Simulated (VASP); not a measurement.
# CdTe (P6/mmm) in VASP: relaxation of cell and atoms with PBE

Aim: the relaxation of cell and atoms of CdTe with PBE.

Everything below comes from runs of VASP 6.6.1. Logs are shortened: lines on timing, memory, paths and dates and some standing lists are left out, and cuts for length are marked.

## Step 1: The cell of the first run

Symmetry: P6/mmm, No. 191, hexagonal system. The conventional cell has a = 4.235 Å, b = 4.235 Å, c = 5.442 Å, α = 90.00°, β = 90.00°, γ = 120.00°. Within 3.6 Å of Cd (site symmetry 6/mmm) lie 2 Te at 2.72 Å. Te (site symmetry 6/mmm) has 2 Cd at 2.72 Å within 3.6 Å.

The cell was generated, and may not be a known phase.

## Step 2: Relaxation of cell and atoms, PBE

The input, INCAR:

```
ALGO     = Normal         # electronic algorithm
EDIFF    = 1E-7           # SCF threshold, eV
EDIFFG   = -0.01          # ionic threshold
ENCUT    = 600            # plane-wave cutoff, eV
GGA      = PE             # functional
IBRION   = 2              # ionic algorithm
ISIF     = 3              # what is computed and relaxed
ISMEAR   = 0              # smearing method
LASPH    = T              # aspherical terms in the spheres
LCHARG   = F              # write CHGCAR
LREAL    = F              # projectors in reciprocal space
LWAVE    = F              # write WAVECAR
NELM     = 60             # most SCF steps
NSW      = 100            # ionic steps
PREC     = Accurate       # precision mode
SIGMA    = 0.1            # smearing width, eV
```

The input, KPOINTS:

```
k-points
0
Gamma
  18 18 10
```

The input, POSCAR:

```
CdTe
1.0
    4.2351604401      0.0000000000      0.0000000000
   -2.1175802201      3.6677565303      0.0000000000
    0.0000000000      0.0000000000      5.4417462985
Cd Te
1 1
Direct
    0.0000000000      0.0000000000      0.5000000000
    0.0000000000      0.0000000000      0.0000000000
```

Potentials or basis: VASP PAW PBE potentials, release 64 (Cd, Te).

The run is started by

```sh
$ cat potpaw_PBE.64/Cd/POTCAR potpaw_PBE.64/Te/POTCAR > POTCAR
$ mpirun -np 1 vasp_std > vasp.out
```

OUTCAR:

```text
EDIFF = 1E-7
   EDIFFG = -0.01
   ENCUT = 600
   GGA = PE
   IBRION = 2
   ISIF = 3
   ISMEAR = 0
   LASPH = T
   LREAL = F
   NELM = 60
   NSW = 100
   PREC = Accurate

 ion  position               nearest neighbor table
   1  0.000  0.000  0.500-   2 2.72   2 2.72
   2  0.000  0.000  0.000-   1 2.72   1 2.72

  LATTYP: Found a hexagonal cell.
 ALAT       =     4.2351604401
 C/A-ratio  =     1.2848973198

  Lattice vectors:

 A1 = (   4.2351604401,   0.0000000000,   0.0000000000)
 A2 = (  -2.1175802201,   3.6677565303,   0.0000000000)
 A3 = (   0.0000000000,   0.0000000000,   5.4417462985)

Analysis of symmetry for initial positions (statically):
=====================================================================
 Subroutine PRICEL returns:
 Original cell was already a primitive cell.

 Routine SETGRP: Setting up the symmetry group for a
 hexagonal supercell.

 Subroutine GETGRP returns: Found 24 space group operations
 (whereof 24 operations were pure point group operations)
 out of a pool of 24 trial point group operations.

The static configuration has the point symmetry D_6h.

Analysis of symmetry for dynamics (positions and initial velocities):
=====================================================================
 Subroutine PRICEL returns:
 Original cell was already a primitive cell.

 Routine SETGRP: Setting up the symmetry group for a
 hexagonal supercell.

 Subroutine GETGRP returns: Found 24 space group operations
 (whereof 24 operations were pure point group operations)
 out of a pool of 24 trial point group operations.

The dynamic configuration has the point symmetry D_6h.

 Subroutine INISYM returns: Found 24 space group operations
 (whereof 24 operations are pure point group operations),
 and found     1 'primitive' translations

----------------------------------------------------------------------------------------

                                     Primitive cell

  volume of cell :      84.5296

  direct lattice vectors                    reciprocal lattice vectors
     4.235160440  0.000000000  0.000000000     0.236118564  0.136323116  0.000000000
    -2.117580220  3.667756530  0.000000000     0.000000000  0.272646233  0.000000000
     0.000000000  0.000000000  5.441746299     0.000000000  0.000000000  0.183764539

  length of vectors
     4.235160440  4.235160440  5.441746299     0.272646233  0.272646233  0.183764539

  position of ions in fractional coordinates (direct lattice)
     0.000000000  0.000000000  0.500000000
     0.000000000  0.000000000  0.000000000

  ion indices of the primitive-cell ions
   primitive index   ion index
                 1           1
                 2           2

----------------------------------------------------------------------------------------

 KPOINTS: k-points

Automatic generation of k-mesh.
 Grid dimensions read from file:
 generate k-points for:   18   18   10

 Generating k-lattice:

  Cartesian coordinates                     Fractional coordinates (reciprocal lattice)
     0.013117698  0.007573506  0.000000000     0.055555556 -0.000000000  0.000000000
     0.000000000  0.015147013  0.000000000     0.000000000  0.055555556  0.000000000
     0.000000000  0.000000000  0.018376454     0.000000000  0.000000000  0.100000000

  Length of vectors
     0.015147013  0.015147013  0.018376454

  Shift w.r.t. Gamma in fractional coordinates (k-lattice)
     0.000000000  0.000000000  0.000000000

 Subroutine IBZKPT returns following result:
 ===========================================

 Found    222 irreducible k-points:

 Following reciprocal coordinates:
            Coordinates               Weight
  0.000000  0.000000  0.000000      1.000000
  0.055556  0.000000  0.000000      6.000000
  0.111111  0.000000  0.000000      6.000000
  0.166667  0.000000  0.000000      6.000000
  0.222222  0.000000  0.000000      6.000000
  0.277778  0.000000  0.000000      6.000000
[... 16 lines left out ...]
  0.333333  0.111111  0.000000     12.000000
  0.388889  0.111111  0.000000     12.000000
 [... further k-points ...]
   k-points           NKPTS =    222   k-points in BZ     NKDIM =    222   number of bands    NBANDS=     13
   number of dos      NEDOS =    301   number of ions     NIONS =      2
   total plane-waves  NPLWV =  62208
   dimension x,y,z NGX =    36 NGY =   36 NGZ =   48
   dimension x,y,z NGXF=    72 NGYF=   72 NGZF=   96
   ions per type =               1   1
   NGX,Y,Z   is equivalent  to a cutoff of  14.13, 14.13, 14.66 a.u.
   NGXF,Y,Z  is equivalent  to a cutoff of  28.26, 28.26, 29.33 a.u.
 SYSTEM =  unknown system
   PREC   = accura    normal or accurate (medium, high low for compatibility)
   ISTART =      0    job   : 0-new  1-cont  2-samecut
   ICHARG =      2    charge: 1-file 2-atom 10-const
   ISPIN  =      1    spin polarized calculation?
   LNONCOLLINEAR =      F non collinear calculations
   LSORBIT =      F    spin-orbit coupling
   LASPH  =      T    aspherical Exc in radial PAW
   ENCUT  =  600.0 eV  44.10 Ry    6.64 a.u.   8.46  8.46 10.87*2*pi/ulx,y,z
   NELM   =     60;   NELMIN=  2; NELMDL= -5     # of ELM steps
   EDIFF  = 0.1E-06   stopping-criterion for ELM
   LREAL  =      F    real-space projection
   EDIFFG = -.1E-01   stopping-criterion for IOM
   NSW    =    100    number of steps for IOM
   IBRION =      2    ionic relax: 0-MD 1-quasi-New 2-CG
   NFREE  =      1    steps in history (QN), initial steepest desc. (CG)
   ISIF   =      3    stress and relaxation
   ISYM   =      2    0-nonsym 1-usesym 2-fastsym
   POTIM  = 0.5000    time-step for ionic-motion
   TEBEG  =    0.0;   TEEND  =   0.0 temperature during run
   PSTRESS=    0.0 pullay stress
   NELECT =      18.0000    total number of electrons
   NUPDOWN=      -1.0000    fix difference up-down
   EMIN   =  10.00;   EMAX   =-10.00  energy-range for DOS
   EFERMI =   0.00;   METHOD = LEGACY
   ISMEAR =     0;   SIGMA  =   0.10  broadening in eV -4-tet -1-fermi 0-gaus
   EFERMI_NEDOS =   21; number of points for ismear=-14 and -15
   IALGO  =     38    algorithm
   IMIX   =      4    mixing-type and parameters
     AMIX     =   0.40;   BMIX     =  1.00
     AMIX_MAG =   1.60;   BMIX_MAG =  1.00
  volume/ion in A,a.u.               =      42.26       285.22
  Fermi-wavevector in a.u.,A,eV,Ry     =   0.977604  1.847403 13.003207  0.955709
  Thomas-Fermi vector in A             =   2.108314
   LORBIT       =      0    0 simple, 1 ext, 2 COOP (PROOUT), +10 PAW based schemes
   GGA     = PE    functional components
   LHFCALC =     F    Hartree Fock is set to
   AEXX    =    0.0000 exact exchange contribution
   IVDW    =     0    specifies the selected vdW correction
   LEPSILON=     F    determine dielectric tensor
   LRPA    =     F    only Hartree local field effects (RPA)
 conjugate gradient relaxation of ions
 non-spin polarized calculation
 Gauss-broadening in eV      SIGMA  =   0.10
  energy-cutoff  :      600.00
  volume of cell :       84.53
 maximum number of plane-waves:      2854
 NGX is ok and might be reduce to    36
   NGX = 17   NGY = 17   NGZ = 21

--------------------------------------- Ionic step        1  -------------------------------------------

 number of electron      18.0000000 magnetization

 Free energy of the ion-electron system (eV)
  ---------------------------------------------------
  ext. energy  EPLUGINS =         0.00000000
  ---------------------------------------------------
  free energy    TOTEN  =        -3.06037040 eV

  energy without entropy =       -3.04859164  energy(sigma->0) =       -3.05448102

------------------------ aborting loop because EDIFF is reached ----------------------------------------

  FORCE on cell =-STRESS in cart. coord.  units (eV):
  Direction    XX          YY          ZZ          XY          YZ          ZX
  --------------------------------------------------------------------------------------
  -------------------------------------------------------------------------------------
  Total       -0.4591280     -0.4591280      1.3305015      0.0000000      0.0000000      0.0000000
  in kB       -8.7023339     -8.7023339     25.2183872      0.0000000      0.0000000      0.0000000
  external PRESSURE =       2.6045731 kB  Pullay stress =       0.0000000 kB
[... 863 lines left out ...]
 k-point    24 :       0.3889    0.1111    0.0000
  band No.  band energies     occupation
      1      -5.6156      2.00000
      2      -4.0140      2.00000
      3      -3.7171      2.00000
      4      -3.3506      2.00000
      5      -3.1572      2.00000
      6      -3.0071      2.00000
      7      -0.6672      2.00000
      8       3.0167      2.00000
      9       4.1030      2.00000
     10       4.6719      1.99999
     11       6.7095      0.00000
     12       9.0297      0.00000
     13      12.6003      0.00000

 [... further k-points ...]

[... ionic steps 4 to 12 ...]

--------------------------------------- Ionic step       13  -------------------------------------------

 number of electron      18.0000003 magnetization

------------------------ aborting loop because EDIFF is reached ----------------------------------------

  FORCE on cell =-STRESS in cart. coord.  units (eV):
  Direction    XX          YY          ZZ          XY          YZ          ZX
  --------------------------------------------------------------------------------------
  -------------------------------------------------------------------------------------
  Total       -0.1292153     -0.1292153      0.1242629      0.0000000      0.0000000      0.0000000
  in kB       -3.6317645     -3.6317645      3.4925725      0.0000000      0.0000000      0.0000000
  external PRESSURE =      -1.2569855 kB  Pullay stress =       0.0000000 kB
[... 57 lines left out ...]
  energy  without entropy=       -3.7276229114  energy(sigma->0) =       -3.73120365

--------------------------------------- Ionic step       15  -------------------------------------------

 number of electron      17.9999999 magnetization

 Free energy of the ion-electron system (eV)
  ---------------------------------------------------
  ext. energy  EPLUGINS =         0.00000000
  ---------------------------------------------------
  free energy    TOTEN  =        -3.73486409 eV

  energy without entropy =       -3.72778366  energy(sigma->0) =       -3.73132388

 E-fermi :   4.4468     XC(G=0):  -9.7703

 val. band max:        4.4244907312   @ k =   0.3333   0.1111   0.5000
 cond. band min:       4.4468223117   @ k =   0.1667   0.0556   0.0000
 fundamental gap:      0.0223315805
 Fermi energy:         4.4468008241

 k-point     1 :       0.0000    0.0000    0.0000
  band No.  band energies     occupation
      1      -9.0375      2.00000
      2      -4.3914      2.00000
      3      -4.1360      2.00000
      4      -4.1360      2.00000
      5      -3.7207      2.00000
      6      -3.7207      2.00000
      7      -0.8408      2.00000
      8      -0.3028      2.00000
      9       8.3621      0.00000
     10       8.3621      0.00000
     11       9.0536      0.00000
     12      12.6611      0.00000
[... 398 lines left out ...]
  FREE ENERGIE OF THE ION-ELECTRON SYSTEM (eV)
  ---------------------------------------------------
  free  energy   TOTEN  =        -3.7348640897 eV

  energy  without entropy=       -3.7277836636  energy(sigma->0) =       -3.73132388

 reached required accuracy - stopping structural energy minimisation
```

Wall time 59 min (1 thread of Oxide Virtual Turin-like, shared host); peak memory 0.49 GiB.

Results:

| Quantity | Value |
| --- | --- |
| Free energy | -3.7349 eV |
| Relaxed volume | 28.50 Å³/atom |
| Relaxed cell | a = 3.196 Å, b = 3.196 Å, c = 6.446 Å, α = 90.00°, β = 90.00°, γ = 120.00° |
| Space group after relaxing (to 0.1 Å) | P6/mmm (No. 191) |
| Pressure after relaxing | 0.0 GPa |
| Band gap on the k mesh | zero (bands 9 and 10 overlap by 5.25 eV) |

Final structure:
```cif
data_structure
_symmetry_space_group_name_H-M 'P 1'
_symmetry_Int_Tables_number 1
_cell_length_a 3.1956
_cell_length_b 3.1956
_cell_length_c 6.4457
_cell_angle_alpha 90.000
_cell_angle_beta 90.000
_cell_angle_gamma 120.000
_cell_volume 57.00
loop_
_atom_site_label
_atom_site_type_symbol
_atom_site_fract_x
_atom_site_fract_y
_atom_site_fract_z
_atom_site_occupancy
Cd1 Cd 0.00000 0.00000 0.50000 1
Te1 Te 0.00000 0.00000 0.00000 1
```

Caveat: the volume moved by over 15 % at a fixed basis, so the end points are rough; spin-orbit coupling is left out, which moves the levels of the heavy elements.

The gap in the log of VASP goes by the Fermi energy; the results here count the filled bands.